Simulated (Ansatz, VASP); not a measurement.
# CoO in VASP and in Ansatz

File INCAR:

```
SYSTEM = CoO
PREC = Accurate
ENCUT = 520
EDIFF = 1E-7
ISMEAR = 0
SIGMA = 0.15
LREAL = .FALSE.
LASPH = .TRUE.
NELM = 150
ALGO = Normal
ISIF = 2
LWAVE = .FALSE.
LCHARG = .FALSE.
ISPIN = 2
MAGMOM = 2.64 0.33
LORBIT = 11
LMAXMIX = 4
GGA = PS
NBANDS = 18
```

The input KPOINTS:

```
Automatic mesh
0
G
  18 18 18
  0 0 0
```

Contents of POSCAR:

```
CoO
1.0
    1.5054695445      0.8691832468      2.4399269062
   -1.5054695445      0.8691832468      2.4399269062
    0.0000000000     -1.7383664936      2.4399269062
Co O
1 1
Direct
    0.0000000000      0.0000000000      0.0000000000
    0.5119539100      0.5119539100      0.5119539100
```

Input for Ansatz:

```yaml
crystal:
  lattice:
    - [1.5054695445, 0.8691832468, 2.4399269062]
    - [-1.5054695445, 0.8691832468, 2.4399269062]
    - [0.0, -1.7383664936, 2.4399269062]
  atoms:
    - { symbol: Co, position: [0.0, 0.0, 0.0], spin: 2.64 }
    - { symbol: O, position: [0.51195391, 0.51195391, 0.51195391], spin: 0.33 }
basis:
  ecutwfc: 420
kpoints:
  mp_grid: { grid: [18, 18, 18] }
hamiltonian:
  xc: pbesol
scf:
  occupations: { method: gaussian, width: 0.15 }
output:
  forces: true
  stress: true
  eigenvalues: true
  populations: true
magnetization:
  spin_polarized: true
```

Change from the starting cell: all O atoms moved +0.087 Å, as atom 2 along Cartesian [0 0 1].

Alike in both runs: task single point; functional PBEsol; k mesh 18 × 18 × 18; occupations gaussian, width 0.15 eV; collinear spin.

|  | VASP | Ansatz |
| --- | --- | --- |
| version | VASP 6.6.1 | Ansatz 0.2.0 |
| potentials or method | VASP PAW PBE potentials, release 64 (Co, O), cutoff 520 eV | scalar-relativistic, plane waves, PAW |
| valence electrons in the cell | 15 | 23 |

```csv
,VASP,Ansatz,Ansatz less VASP
gap on the k mesh at the Fermi level (eV),none,none,-
pressure (GPa),-9.1,-8.5,+0.55
"traceless stress, the component that is largest in VASP (GPa)",-0.62,-0.65,-0.031
rms of the force components (eV/Å),0.007,0.007,-0.0005
net moment per atom (μB),1.46,1.47,+0.013
size of the moment on the site where the two differ most (μB),2.55,2.47,-0.081
```

VASP's potentials were made for PBE, not for PBEsol. Site moments also hang on the region over which each program counts them. Atom by atom the forces differ by 0.000 eV/Å (rms over components). A gap of «none» marks a metal or a gap that the smearing closes. The functional is the same, so the differences come from potentials, cutoffs and numerics. VASP's potentials hold 15 valence electrons a cell and Ansatz's 23, so a difference there can come from the potentials and not from the codes.
